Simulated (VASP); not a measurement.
# CO in VASP: a series of runs, part 2 of 2

VASP 6.6.1. Earlier steps stand in the parts before.

### Step 3. Single point, PBE+D3(BJ)

The input, INCAR:

```
SYSTEM = CO
  PREC = Accurate
  ENCUT = 520
  EDIFF = 1E-6
  ISMEAR = -1
  SIGMA = 0.05
  LREAL = Auto
  LASPH = .TRUE.
  NELM = 100
  ALGO = Normal
  ISIF = 2
  LWAVE = .FALSE.
  LCHARG = .TRUE.
  GGA = PE
  IVDW = 12
  LELF = .TRUE.
  LVHAR = .TRUE.
  NBANDS = 66
```

The input, KPOINTS:

```
Automatic mesh
0
G
  1 1 1
  0 0 0
```

The input, POSCAR:

```
CO
1.0
    7.7417530000      0.0000000000      0.0000000000
    0.0000000000      7.7417530000      0.0000000000
    0.0000000000      0.0000000000      7.7417530000
O C
10 10
Direct
    1.0810213139      0.1888590349      0.1784867071
    0.0913746538      0.6912000422      0.4520552387
    0.8284041095      0.7721119493      0.1365711358
    0.5401102308      0.1528077685      0.6232309401
    1.0413016277      0.3963443422      0.6279973024
    0.2867825930      0.8670000192     -0.0563825790
    0.9052859217      1.0057799571      0.6070976431
    0.4389574299      0.2710497222      0.1363515473
    0.6139565548      0.5797007474      0.4962958648
    0.7552553020      0.5740301970      0.8386472676
    0.9898662486      0.2758031676      0.1052087299
    0.1886523634      0.8039264492      0.4507764585
    0.6908125330      0.7873281413      0.1831109827
    0.4323826916      0.0683824452      0.6815639817
    1.1204568268      0.3184420893      0.7216582601
    0.2642424784      0.8146087843      0.0808473223
    0.8523263400      0.9398646534      0.7230403760
    0.5178672066      0.1514902374      0.1467497090
    0.6283460606      0.4487097431      0.4444729766
    0.6763455254      0.5052602427      0.9452381134
```

Potentials or basis: VASP PAW PBE potentials, release 64 (O, C).

Run with:

```sh
$ cat potpaw_PBE.64/O/POTCAR potpaw_PBE.64/C/POTCAR > POTCAR
$ mpirun -np 1 vasp_gam > vasp.out
```

OUTCAR:

```text
SYSTEM = CO
   PREC = Accurate
   ENCUT = 520
   EDIFF = 1E-6
   ISMEAR = -1
   LREAL = Auto
   LASPH = .TRUE.
   NELM = 100
   ISIF = 2
   GGA = PE
   IVDW = 12
 IVDW          = 12

 ion  position               nearest neighbor table
   1  0.081  0.189  0.178-  11 1.13
   2  0.091  0.691  0.452-  12 1.15
   3  0.828  0.772  0.137-  13 1.13
   4  0.540  0.153  0.623-  14 1.15
   5  0.041  0.396  0.628-  15 1.12
   6  0.287  0.867  0.944-  16 1.15
[... 12 lines left out ...]
  19  0.628  0.449  0.444-   9 1.10
  20  0.676  0.505  0.945-  10 1.16

  LATTYP: Found a simple cubic cell.
 ALAT       =     7.7417530000

  Lattice vectors:

 A1 = (   7.7417530000,   0.0000000000,   0.0000000000)
 A2 = (   0.0000000000,   7.7417530000,   0.0000000000)
 A3 = (   0.0000000000,   0.0000000000,   7.7417530000)

Analysis of symmetry for initial positions (statically):
=====================================================================
 Subroutine PRICEL returns:
 Original cell was already a primitive cell.

 Routine SETGRP: Setting up the symmetry group for a
 simple cubic supercell.

 Subroutine GETGRP returns: Found  1 space group operations
 (whereof  1 operations were pure point group operations)
 out of a pool of 48 trial point group operations.

The static configuration has the point symmetry C_1 .

Analysis of symmetry for dynamics (positions and initial velocities):
=====================================================================
 Subroutine PRICEL returns:
 Original cell was already a primitive cell.

 Routine SETGRP: Setting up the symmetry group for a
 simple cubic supercell.

 Subroutine GETGRP returns: Found  1 space group operations
 (whereof  1 operations were pure point group operations)
 out of a pool of 48 trial point group operations.

[... 134 lines left out ...]
  Fermi-wavevector in a.u.,A,eV,Ry     =   0.981527  1.854817 13.107784  0.963395
  Thomas-Fermi vector in A             =   2.112540
   LORBIT       =      0    0 simple, 1 ext, 2 COOP (PROOUT), +10 PAW based schemes
   GGA     = PE    functional components
   LHFCALC =     F    Hartree Fock is set to
   AEXX    =    0.0000 exact exchange contribution
   IVDW    =    12    specifies the selected vdW correction
   LEPSILON=     F    determine dielectric tensor
   LRPA    =     F    only Hartree local field effects (RPA)
 non-spin polarized calculation
  energy-cutoff  :      520.00
  volume of cell :      464.00
 maximum number of plane-waves:      6267
 NGX is ok and might be reduce to    60
   NGX = 29   NGY = 29   NGZ = 29

 number of electron     100.0000000 magnetization

 number of electron      99.9999976 magnetization

 Free energy of the ion-electron system (eV)
  ---------------------------------------------------
  ext. energy  EPLUGINS =         0.00000000
  ---------------------------------------------------
  free energy    TOTEN  =      -146.86516453 eV

  energy without entropy =     -146.86516453  energy(sigma->0) =     -146.86516453

 E-fermi :  -3.6795     XC(G=0):  -6.2890

 val. band max:       -4.9341101575   @ k =   0.0000   0.0000   0.0000
 cond. band min:       0.7106153870   @ k =   0.0000   0.0000   0.0000
 fundamental gap:      5.6447255445
 Fermi energy:        -3.6795132614

 k-point     1 :       0.0000    0.0000    0.0000
  band No.  band energies     occupation
      1     -26.4658      2.00000
      2     -26.3854      2.00000
      3     -26.1708      2.00000
      4     -26.1596      2.00000
      5     -26.1051      2.00000
      6     -25.9290      2.00000
[... 54 lines left out ...]
     61       1.6141      0.00000
     62       1.6827      0.00000
 [bands above 62 left out]

------------------------ aborting loop because EDIFF is reached ----------------------------------------

 Edisp (eV)   -1.17362

 E8    (eV) :    -0.3047

  FORCE on cell =-STRESS in cart. coord.  units (eV):
  Direction    XX          YY          ZZ          XY          YZ          ZX
  --------------------------------------------------------------------------------------
  -------------------------------------------------------------------------------------
  Total       4.94148    12.64203     6.43766    -4.10344    -0.53405    -0.02808
  in kB      17.06279    43.65252    22.22904   -14.16905    -1.84406    -0.09695
  external pressure =       27.65 kB  Pullay stress =        0.00 kB

 VOLUME and BASIS-vectors are now :
 -----------------------------------------------------------------------------
  energy-cutoff  :      520.00
  volume of cell :      464.00
      direct lattice vectors                 reciprocal lattice vectors
     7.741753000  0.000000000  0.000000000     0.129169711  0.000000000  0.000000000
     0.000000000  7.741753000  0.000000000     0.000000000  0.129169711  0.000000000
     0.000000000  0.000000000  7.741753000     0.000000000  0.000000000  0.129169711

 POSITION                                       TOTAL-FORCE (eV/Angst)
 -----------------------------------------------------------------------------------
      0.62725      1.46210      1.38180         0.964847     -1.043137      0.924947
      0.70740      5.35110      3.49970         0.648745      0.804881     -0.088826
      6.41330      5.97750      1.05730         1.582522      0.122313     -0.255788
      4.18140      1.18300      4.82490        -0.609968     -0.546838      0.425500
      0.31975      3.06840      4.86180        -1.201607      0.981792     -1.342004
      2.22020      6.71210      7.30525        -0.263074     -0.454381      0.885667
[... 12 lines left out ...]
      4.86450      3.47380      3.44100         0.801419     -5.644778     -2.464370
      5.23610      3.91160      7.31780         0.756276      0.623937     -1.290226
 -----------------------------------------------------------------------------------
    total drift:                               -0.005461     -0.015380      0.001697

  FREE ENERGIE OF THE ION-ELECTRON SYSTEM (eV)
  ---------------------------------------------------
  free  energy   TOTEN  =      -148.0387874232 eV

  energy  without entropy=     -148.0387874232  energy(sigma->0) =     -148.03878742
```

Wall time 45 s (1 thread of Intel Xeon Platinum 8488C (Sapphire Rapids), shared host); peak memory 0.44 GiB.

Results:

```yaml
Free_energy: -148.0388 eV
Pressure: 2.8 GPa
Largest_force: 6.336 eV/Å
Dispersion_energy_per_atom: -0.059 eV
```

Forces on the atoms (eV/Å):
```
O    0.965 -1.043  0.925
O    0.649  0.805 -0.089
O    1.583  0.122 -0.256
O   -0.610 -0.547  0.425
O   -1.202  0.982 -1.342
O   -0.263 -0.454  0.886
O    1.463  1.852 -3.312
O   -2.189  3.036 -0.246
O   -0.734  5.829  2.372
O   -0.803 -0.872  0.943
C   -1.079  0.994 -0.832
C   -0.517 -0.714  0.043
C   -1.413  0.225  0.543
C    0.584  0.522 -0.505
C    1.201 -1.061  1.429
C    0.130  0.180 -0.860
C   -1.472 -1.790  3.369
C    2.150 -3.045  0.260
C    0.801 -5.645 -2.464
C    0.756  0.624 -1.290
```

Stress tensor (GPa, compression positive):
```
 1.71 -1.42 -0.01
-1.42  4.37 -0.18
-0.01 -0.18  2.22
```

Levels at points of the mesh, in eV from the Fermi level:
| k point | band 46 | band 47 | band 48 | band 49 | band 50 | band 51 | band 52 | band 53 | band 54 | band 55 |
| --- | --- | --- | --- | --- | --- | --- | --- | --- | --- | --- |
| (0.00, 0.00, 0.00) | -1.67 | -1.59 | -1.39 | -1.28 | -1.25 | 4.39 | 4.45 | 4.61 | 4.68 | 4.70 |

Caveat: the k points lie up to 0.81 Å⁻¹ apart, too coarse for converged energies, forces and pressures; the atoms stand as in a frame of molecular dynamics.

### Step 4. Single point, PBE+D3(BJ)

The input, INCAR:

```
SYSTEM = CO
  PREC = Accurate
  ENCUT = 520
  EDIFF = 1E-7
  ISMEAR = -1
  SIGMA = 0.05
  LREAL = Auto
  LASPH = .TRUE.
  NELM = 80
  ALGO = Normal
  ISIF = 2
  LWAVE = .FALSE.
  LCHARG = .FALSE.
  GGA = PE
  IVDW = 12
  NBANDS = 66
```

The input, KPOINTS:

```
regular mesh
0
G
  1 1 1
  0 0 0
```

The input, POSCAR:

```
CO
1.0
    7.7417530000      0.0000000000      0.0000000000
    0.0000000000      7.7417530000      0.0000000000
    0.0000000000      0.0000000000      7.7417530000
O C
10 10
Direct
    0.9371391725      0.2223269071      0.0749830174
    0.0758355375      0.6778697280      0.5355376231
    0.7878060692      0.8662508349      0.1714727918
    0.5200630917      0.1055962390      0.6264730998
    1.0671226530      0.3326507575      0.6592047047
    0.2888622254      0.7612358596     -0.0050376187
    0.9069780449      0.9925658956      0.6813314762
    0.3817610818      0.2684404940      0.1020957398
    0.6225075897      0.4540444522      0.4882098408
    0.7203794799      0.5141729528      0.8582939807
    1.0113859225      0.2870021815      0.1850485284
    0.1264183965      0.7695156381      0.4353406780
    0.6674069813      0.8294503842      0.2527592911
    0.4181611064      0.0096360605      0.6609355788
    1.1832203895      0.3337616170      0.7520131422
    0.2020085115      0.6565438086      0.0491619921
    0.8991503604      0.9227884176      0.8106045233
    0.4674006004      0.1531436097      0.1357056987
    0.7568440894      0.4503114475      0.4302255574
    0.7012623627      0.4878094147      1.0018015300
```

Run with:

```sh
$ cat potpaw_PBE.64/O/POTCAR potpaw_PBE.64/C/POTCAR > POTCAR
$ mpirun -np 1 vasp_gam > vasp.out
```

It took 47 s on 1 thread of Intel Xeon Platinum 8488C (Sapphire Rapids), shared host; peak memory 0.42 GiB.

It converged, with:

* Free energy: -148.5736 eV
* Pressure: 1.3 GPa
* Largest force: 3.385 eV/Å
* Dispersion energy per atom: -0.059 eV

Forces in eV/Å, atoms in the order of the input:
```
O   -0.058 -0.124 -0.144
O   -0.836 -1.577  1.729
O   -1.431 -0.474  1.159
O    2.423  2.184 -0.819
O    0.775 -0.045  0.649
O    0.730  0.815 -0.415
O   -0.063  0.270 -0.392
O    0.015 -0.036  0.043
O   -1.127  0.017  0.464
O    0.073  0.097 -0.436
C    0.239 -0.055  0.253
C    0.986  1.624 -1.854
C    1.452  0.413 -0.930
C   -2.395 -2.259  0.789
C   -0.757  0.057 -0.649
C   -0.735 -0.793  0.387
C   -0.012 -0.272  0.309
C   -0.029  0.040  0.000
C    0.938  0.027 -0.487
C   -0.188  0.090  0.344
```

Stress tensor (GPa, compression positive):
```
 1.11  0.70 -0.70
 0.70  1.79 -0.87
-0.70 -0.87  1.07
```

Levels at points of the mesh, in eV from the Fermi level:
```csv
k point,band 46,band 47,band 48,band 49,band 50,band 51,band 52,band 53,band 54,band 55
"(0.00, 0.00, 0.00)",-1.92,-1.79,-1.71,-1.61,-1.28,4.32,4.34,4.42,4.47,4.50
```

Caveat: the k points lie up to 0.81 Å⁻¹ apart, too coarse for converged energies, forces and pressures; the atoms stand as in a frame of molecular dynamics.

### Step 5. The runs side by side

```csv
cell,pressure (GPa),largest force (eV/Å)
"as given, atomic positions A",1.2,0.93
"as given, atomic positions B",2.8,6.34
"as given, atomic positions C",1.3,3.39
```

Alike in all rows: task single point; level PBE+D3(BJ); potentials or basis VASP PAW PBE potentials, release 64 (O, C); no spin polarisation; k mesh 1 × 1 × 1; cutoff (eV) 520; smearing fermi-dirac 0.05 eV.

Caveats: all runs use coarse meshes; the atoms stand as in a frame of molecular dynamics (at least some runs).

Absolute energies hang on the potentials; compare differences alone.
